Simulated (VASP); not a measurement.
# KF (Carobbiite) (Fm-3m) in VASP: settings compared

KF (Carobbiite) is run at these levels: HSE06, PBE-based screened hybrid; tasks: single point.

Everything below comes from runs of VASP 6.6.1. Logs are shortened: lines on timing, memory, paths and dates and some standing lists are left out, and cuts for length are marked.

## 1. The cell of the first run

Symmetry: Fm-3m, No. 225, cubic system. The conventional cell has a = 5.318 Å, b = 5.318 Å, c = 5.318 Å, α = 90.00°, β = 90.00°, γ = 90.00°. K (site symmetry m-3m) has 6 F at 2.66 Å within 3.5 Å. F (site symmetry m-3m) has 6 K at 2.66 Å within 3.5 Å.

## 2. Single point, HSE06

File POSCAR:

```
KF
1.0
    0.0000000000      2.6589566634      2.6589566634
    2.6589566634      0.0000000000      2.6589566634
    2.6589566634      2.6589566634      0.0000000000
K F
1 1
Direct
    0.0000000000      0.0000000000      0.0000000000
    0.5000000000      0.5000000000      0.5000000000
```

File INCAR.step1:

```
SYSTEM = KF
ALGO     = Normal         ! electronic algorithm
EDIFF    = 1E-5           ! SCF threshold, eV
ENCUT    = 520            ! plane-wave cutoff, eV
GGA      = PE             ! functional
ISIF     = 2              ! what is computed and relaxed
ISMEAR   = 0              ! smearing method
LASPH    = .True.         ! aspherical terms in the spheres
LCHARG   = .False.        ! write CHGCAR
LREAL    = .False.        ! projectors in reciprocal space
LWAVE    = .True.         ! write WAVECAR
NBANDS   = 15             ! bands
NELM     = 100            ! most SCF steps
PREC     = Accurate       ! precision mode
SIGMA    = 0.01           ! smearing width, eV
```

File INCAR.step2:

```
SYSTEM = KF
ALGO     = Normal         ! electronic algorithm
EDIFF    = 1E-7           ! SCF threshold, eV
ENCUT    = 520            ! plane-wave cutoff, eV
GGA      = PE             ! functional
HFSCREEN = 0.2079         ! screening, 1/A
ISIF     = 2              ! what is computed and relaxed
ISMEAR   = 0              ! smearing method
ISTART   = 1            
LASPH    = .True.         ! aspherical terms in the spheres
LCHARG   = .False.        ! write CHGCAR
LHFCALC  = .True.         ! exact exchange
LREAL    = .False.        ! projectors in reciprocal space
LWAVE    = .False.        ! write WAVECAR
NBANDS   = 15             ! bands
NELM     = 100            ! most SCF steps
PREC     = Accurate       ! precision mode
PRECFOCK = Normal       
SIGMA    = 0.01           ! smearing width, eV
```

File KPOINTS:

```
k-points
0
Gamma
  4 4 4
  0 0 0
```

Potentials or basis: VASP PAW PBE potentials, release 64 (K_sv, F).

Started as:

```sh
$ cat potpaw_PBE.64/K_sv/POTCAR potpaw_PBE.64/F/POTCAR > POTCAR
$ cp INCAR.step1 INCAR
$ mpirun -np 1 vasp_std > vasp.out
$ cp INCAR.step2 INCAR
$ mpirun -np 1 vasp_std > vasp.out
```

OUTCAR:

```text
SYSTEM = KF
   EDIFF = 1E-7
   ENCUT = 520
   GGA = PE
   HFSCREEN = 0.2079
   ISIF = 2
   ISMEAR = 0
   ISTART = 1
   LASPH = .True.
   LHFCALC = .True.
   LREAL = .False.
   NELM = 100
   PREC = Accurate
   PRECFOCK = Normal

 ion  position               nearest neighbor table
   1  0.000  0.000  0.000-   2 2.66   2 2.66   2 2.66   2 2.66   2 2.66   2 2.66
   2  0.500  0.500  0.500-   1 2.66   1 2.66   1 2.66   1 2.66   1 2.66   1 2.66

  LATTYP: Found a face centered cubic cell.
 ALAT       =     5.3179133268

  Lattice vectors:

 A1 = (   0.0000000000,   2.6589566634,   2.6589566634)
 A2 = (   2.6589566634,   0.0000000000,   2.6589566634)
 A3 = (   2.6589566634,   2.6589566634,   0.0000000000)

Analysis of symmetry for initial positions (statically):
=====================================================================
 Subroutine PRICEL returns:
 Original cell was already a primitive cell.

 Routine SETGRP: Setting up the symmetry group for a
 face centered cubic supercell.

 Subroutine GETGRP returns: Found 48 space group operations
[... 9 lines left out ...]

 Routine SETGRP: Setting up the symmetry group for a
 face centered cubic supercell.

 Subroutine GETGRP returns: Found 48 space group operations
[... 11 lines left out ...]
                                     Primitive cell

  volume of cell :      37.5979

  direct lattice vectors                    reciprocal lattice vectors
     0.000000000  2.658956663  2.658956663    -0.188043682  0.188043682  0.188043682
     2.658956663  0.000000000  2.658956663     0.188043682 -0.188043682  0.188043682
     2.658956663  2.658956663  0.000000000     0.188043682  0.188043682 -0.188043682

  length of vectors
     3.760332575  3.760332575  3.760332575     0.325701210  0.325701210  0.325701210

  position of ions in fractional coordinates (direct lattice)
     0.000000000  0.000000000  0.000000000
     0.500000000  0.500000000  0.500000000

  ion indices of the primitive-cell ions
   primitive index   ion index
                 1           1
                 2           2

----------------------------------------------------------------------------------------

 KPOINTS: k-points

Automatic generation of k-mesh.
 Grid dimensions read from file:
 generate k-points for:    4    4    4

 Generating k-lattice:

  Cartesian coordinates                     Fractional coordinates (reciprocal lattice)
    -0.047010920  0.047010920  0.047010920     0.250000000  0.000000000  0.000000000
     0.047010920 -0.047010920  0.047010920     0.000000000  0.250000000  0.000000000
     0.047010920  0.047010920 -0.047010920     0.000000000  0.000000000  0.250000000

  Length of vectors
     0.081425303  0.081425303  0.081425303

  Shift w.r.t. Gamma in fractional coordinates (k-lattice)
     0.000000000  0.000000000  0.000000000

 Subroutine IBZKPT returns following result:
 ===========================================

 Found      8 irreducible k-points:

 Following reciprocal coordinates:
            Coordinates               Weight
  0.000000  0.000000  0.000000      1.000000
  0.250000  0.000000  0.000000      8.000000
  0.500000  0.000000  0.000000      4.000000
  0.250000  0.250000  0.000000      6.000000
  0.500000  0.250000  0.000000     24.000000
 -0.250000  0.250000  0.000000     12.000000
  0.500000  0.500000  0.000000      3.000000
 -0.250000  0.500000  0.250000      6.000000
   k-points           NKPTS =      8   k-points in BZ     NKDIM =     64   number of bands    NBANDS=     15
   number of dos      NEDOS =    301   number of ions     NIONS =      2
   total plane-waves  NPLWV =  21952
   dimension x,y,z NGX =    28 NGY =   28 NGZ =   28
   dimension x,y,z NGXF=    56 NGYF=   56 NGZF=   56
   ions per type =               1   1
   NGX,Y,Z   is equivalent  to a cutoff of  12.38, 12.38, 12.38 a.u.
   NGXF,Y,Z  is equivalent  to a cutoff of  24.76, 24.76, 24.76 a.u.
 SYSTEM =  KF
   PREC   = accura    normal or accurate (medium, high low for compatibility)
   ISTART =      1    job   : 0-new  1-cont  2-samecut
   ICHARG =      0    charge: 1-file 2-atom 10-const
   ISPIN  =      1    spin polarized calculation?
   LNONCOLLINEAR =      F non collinear calculations
   LSORBIT =      F    spin-orbit coupling
   LASPH  =      T    aspherical Exc in radial PAW
   ENCUT  =  520.0 eV  38.22 Ry    6.18 a.u.   6.99  6.99  6.99*2*pi/ulx,y,z
   NELM   =    100;   NELMIN=  2; NELMDL=  0     # of ELM steps
   EDIFF  = 0.1E-06   stopping-criterion for ELM
   LREAL  =      F    real-space projection
   EDIFFG = 0.1E-05   stopping-criterion for IOM
   NSW    =      0    number of steps for IOM
   IBRION =     -1    ionic relax: 0-MD 1-quasi-New 2-CG
   NFREE  =      0    steps in history (QN), initial steepest desc. (CG)
   ISIF   =      2    stress and relaxation
   ISYM   =      3    0-nonsym 1-usesym 2-fastsym
   POTIM  = 0.5000    time-step for ionic-motion
   TEBEG  =    0.0;   TEEND  =   0.0 temperature during run
   PSTRESS=    0.0 pullay stress
   NELECT =      16.0000    total number of electrons
   NUPDOWN=      -1.0000    fix difference up-down
   EMIN   =  10.00;   EMAX   =-10.00  energy-range for DOS
   EFERMI =   0.00;   METHOD = LEGACY
   ISMEAR =     0;   SIGMA  =   0.01  broadening in eV -4-tet -1-fermi 0-gaus
   EFERMI_NEDOS =   21; number of points for ismear=-14 and -15
   IALGO  =     38    algorithm
   IMIX   =      1    mixing-type and parameters
     AMIX     =   0.40;   BMIX     =  1.00
     AMIX_MAG =   1.60;   BMIX_MAG =  1.00
  volume/ion in A,a.u.               =      18.80       126.86
  Fermi-wavevector in a.u.,A,eV,Ry     =   1.231384  2.326979 20.630609  1.516307
  Thomas-Fermi vector in A             =   2.366196
   LORBIT       =      0    0 simple, 1 ext, 2 COOP (PROOUT), +10 PAW based schemes
   GGA     = PE    functional components
   LHFCALC =     T    Hartree Fock is set to
   PRECFOCK=normal    Normal, Fast or Accurate (Low or Medium for compatibility)
   ENCUT4O =  -1.0   cutoff for four orbital integrals eV
   NKREDX  =     1    reduce k-point grid by
   NKREDY  =     1    reduce k-point grid by
   NKREDZ  =     1    reduce k-point grid by
   AEXX    =    0.2500 exact exchange contribution
   HFSCREEN=    0.2079 screening length (either q_TF or 0.3 A-1)
   HFSCREENC=   0.2079 screening length for correlation (either q_TF or 0.3 A-1)
   ENCUTFOCK=  -1.0 apply spherical cutoff to Coloumb kernel
   IVDW    =     0    specifies the selected vdW correction
   LEPSILON=     F    determine dielectric tensor
   LRPA    =     F    only Hartree local field effects (RPA)
 non-spin polarized calculation
 Gauss-broadening in eV      SIGMA  =   0.01
  energy-cutoff  :      520.00
  volume of cell :       37.60
 maximum number of plane-waves:      1036
  NGX = 24; NGY = 24; NGZ = 24

 number of electron      16.0000010 magnetization

 Free energy of the ion-electron system (eV)
  ---------------------------------------------------
  ext. energy  EPLUGINS =         0.00000000
  ---------------------------------------------------
  free energy    TOTEN  =        -9.96191393 eV

  energy without entropy =       -9.96191393  energy(sigma->0) =       -9.96191393

 E-fermi :  -4.2777     XC(G=0):  -6.9931

 val. band max:       -4.3550177493   @ k =   0.0000   0.0000   0.0000
 cond. band min:       3.8892569059   @ k =   0.0000   0.0000   0.0000
 fundamental gap:      8.2442746552
 Fermi energy:        -4.2776640416

 k-point     1 :       0.0000    0.0000    0.0000
  band No.  band energies     occupation
      1     -31.9567      2.00000
      2     -24.5620      2.00000
      3     -13.8375      2.00000
      4     -13.8375      2.00000
      5     -13.8375      2.00000
      6      -4.3550      2.00000
      7      -4.3550      2.00000
      8      -4.3550      2.00000
      9       3.8893      0.00000
     10       8.7006      0.00000
     11       8.7006      0.00000
     12       8.7006      0.00000
     13      10.5596      0.00000
     14      10.5596      0.00000
     15      14.6196      0.00000

 k-point     2 :       0.2500    0.0000    0.0000
  band No.  band energies     occupation
      1     -31.9030      2.00000
      2     -24.6105      2.00000
      3     -13.9786      2.00000
      4     -13.8538      2.00000
      5     -13.8538      2.00000
      6      -4.7893      2.00000
      7      -4.5394      2.00000
      8      -4.5394      2.00000
      9       5.4453      0.00000
     10       7.9982      0.00000
     11       9.4998      0.00000
     12       9.4998      0.00000
     13      11.2090      0.00000
     14      11.2090      0.00000
     15      16.8036      0.00000

 k-point     3 :       0.5000    0.0000    0.0000
  band No.  band energies     occupation
      1     -31.8484      2.00000
      2     -24.6597      2.00000
      3     -14.1181      2.00000
      4     -13.8696      2.00000
      5     -13.8696      2.00000
      6      -5.1557      2.00000
      7      -4.7171      2.00000
      8      -4.7171      2.00000
      9       6.9167      0.00000
     10       8.4224      0.00000
     11      10.2631      0.00000
     12      10.2631      0.00000
     13      12.7578      0.00000
     14      12.7578      0.00000
     15      14.5716      0.00000
[... 55 lines left out ...]
 k-point     7 :       0.5000    0.5000    0.0000
  band No.  band energies     occupation
      1     -31.8261      2.00000
      2     -24.5864      2.00000
      3     -14.4467      2.00000
      4     -14.0696      2.00000
      5     -14.0696      2.00000
      6      -4.5451      2.00000
      7      -4.4050      2.00000
      8      -4.4050      2.00000
      9       5.9756      0.00000
     10       8.3577      0.00000
     11       9.6949      0.00000
     12      11.9739      0.00000
     13      12.6568      0.00000
     14      12.6568      0.00000
     15      14.1237      0.00000

 k-point     8 :      -0.2500    0.5000    0.2500
  band No.  band energies     occupation
      1     -31.8226      2.00000
      2     -24.6127      2.00000
      3     -14.2599      2.00000
      4     -14.2599      2.00000
      5     -13.9231      2.00000
      6      -4.7774      2.00000
      7      -4.5028      2.00000
      8      -4.5028      2.00000
      9       7.5931      0.00000
     10       7.5931      0.00000
     11       9.3352      0.00000
     12      11.6857      0.00000
     13      12.6682      0.00000
     14      13.1521      0.00000
     15      14.4048      0.00000

------------------------ aborting loop because EDIFF is reached ----------------------------------------

  FORCE on cell =-STRESS in cart. coord.  units (eV):
  Direction    XX          YY          ZZ          XY          YZ          ZX
  --------------------------------------------------------------------------------------
  -------------------------------------------------------------------------------------
  Total        0.2586664      0.2586664      0.2586664      0.0000000     -0.0000000      0.0000000
  in kB       11.0226714     11.0226714     11.0226714      0.0000000     -0.0000000      0.0000000
  external PRESSURE =      11.0226714 kB  Pullay stress =       0.0000000 kB

 VOLUME and BASIS-vectors are now :
 -----------------------------------------------------------------------------
  energy-cutoff  :      520.00
  volume of cell :       37.60
      direct lattice vectors                 reciprocal lattice vectors
     0.000000000  2.658956663  2.658956663    -0.188043682  0.188043682  0.188043682
     2.658956663  0.000000000  2.658956663     0.188043682 -0.188043682  0.188043682
     2.658956663  2.658956663  0.000000000     0.188043682  0.188043682 -0.188043682

 POSITION                                       TOTAL-FORCE (eV/Angst)
 -----------------------------------------------------------------------------------
      0.00000      0.00000      0.00000        -0.000000     -0.000000     -0.000000
      2.65896      2.65896      2.65896         0.000000      0.000000      0.000000
 -----------------------------------------------------------------------------------
    total drift:                                0.000000      0.000000      0.000001

  FREE ENERGIE OF THE ION-ELECTRON SYSTEM (eV)
  ---------------------------------------------------
  free  energy   TOTEN  =        -9.9619139312 eV

  energy  without entropy=       -9.9619139312  energy(sigma->0) =       -9.96191393
```

Wall time 5.1 min (1 thread of Intel Xeon Platinum 8259CL at 2.50GHz (Skylake/Cascade Lake), shared host); peak memory 0.27 GiB.

Results:

- Free energy: -9.9619 eV
- Pressure: 1.1 GPa
- Band gap on the k mesh: 8.24 eV, direct

Caveat: the k points lie up to 0.51 Å⁻¹ apart; the PAW data sets were made with another functional, which shifts forces and pressure a little.

## 3. Single point, PBE-based screened hybrid

POSCAR is that of step 2.

File INCAR.step1:

```
SYSTEM = KF
  PREC = Accurate
  ENCUT = 520
  EDIFF = 1E-5
  ISMEAR = 0
  SIGMA = 0.01
  LREAL = .FALSE.
  LASPH = .TRUE.
  NELM = 100
  ALGO = Normal
  ISIF = 2
  LWAVE = .TRUE.
  LCHARG = .FALSE.
  NBANDS = 15
  GGA = PE
```

File INCAR.step2:

```
SYSTEM = KF
  PREC = Accurate
  ENCUT = 520
  EDIFF = 1E-7
  ISMEAR = 0
  SIGMA = 0.01
  LREAL = .FALSE.
  LASPH = .TRUE.
  NELM = 100
  ALGO = Normal
  ISIF = 2
  LWAVE = .FALSE.
  LCHARG = .FALSE.
  GGA = PE
  LHFCALC = .TRUE.
  AEXX = 0.3
  HFSCREEN = 0.1
  PRECFOCK = Normal
  NBANDS = 15
  ISTART = 1
```

File KPOINTS:

```
regular mesh
0
G
  4 4 4
  0 0 0
```

Potentials or basis: VASP PAW PBE potentials, release 64 (K_sv, F).

Started as:

```sh
$ cat potpaw_PBE.64/K_sv/POTCAR potpaw_PBE.64/F/POTCAR > POTCAR
$ cp INCAR.step1 INCAR
$ mpirun -np 1 vasp_std > vasp.out
$ cp INCAR.step2 INCAR
$ mpirun -np 1 vasp_std > vasp.out
```

It took 5.3 min on 1 thread of Intel Xeon Platinum 8259CL at 2.50GHz (Skylake/Cascade Lake), shared host; peak memory 0.27 GiB.

Results (log left out):

- Free energy: -10.6187 eV
- Pressure: 0.8 GPa
- Band gap on the k mesh: 9.12 eV, direct

Levels at points of the mesh, in eV from the valence-band top:
```csv
k point,band 6,band 7,band 8,band 9,band 10,band 11
"(0.00, 0.00, 0.00)",0.00,0.00,0.00,9.12,14.02,14.02
"(0.50, 0.00, 0.00)",-0.81,-0.37,-0.37,12.19,13.67,15.61
"(0.50, 0.50, 0.00)",-0.19,-0.05,-0.05,11.24,13.67,14.95
```

Caveat: the k points lie up to 0.51 Å⁻¹ apart; the PAW data sets were made with another functional, which shifts forces and pressure a little.
